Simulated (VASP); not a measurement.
# SrCd: single point with LDA

Crystal: SrCd.

```
Sr Cd
1.0
     4.00300    0.00000    0.00000
     0.00000    4.00300    0.00000
     0.00000    0.00000    4.00300
Sr Cd
1 1
Direct
  0.50000 0.50000 0.50000
  0.00000 0.00000 0.00000
```

```json
{"Program": "VASP 6.6.1", "Task": "single point", "Functional": "LDA", "Potentials or basis": "VASP PAW LDA potentials, release 64 (Sr_sv, Cd)", "Cutoff": "500 eV", "k mesh": "8 × 8 × 8", "Occupations": "gaussian, width 0.1 eV", "Spin": "no spin polarisation"}
```

| Item | Value |
| --- | --- |
| Pressure | -2.1 GPa |
| Band gap on the k mesh | zero (bands 11 and 12 overlap by 2.12 eV) |

Levels at points of the mesh, in eV from the Fermi level:
```tsv
k point	band 9	band 10	band 11	band 12	band 13	band 14
(0.00, 0.00, 0.00)	-8.51	-5.87	1.29	1.29	3.97	3.97
(0.50, 0.00, 0.00)	-8.49	-3.65	-2.45	1.68	2.17	2.17
(0.50, 0.50, 0.00)	-8.38	-3.21	-0.01	-0.01	1.06	3.79
(0.50, 0.50, 0.50)	-8.38	-0.88	-0.82	-0.82	-0.82	4.65
```

Run time: 46 s on 1 thread of Intel Xeon 8259CL (shared host), peak memory 0.17 GiB.
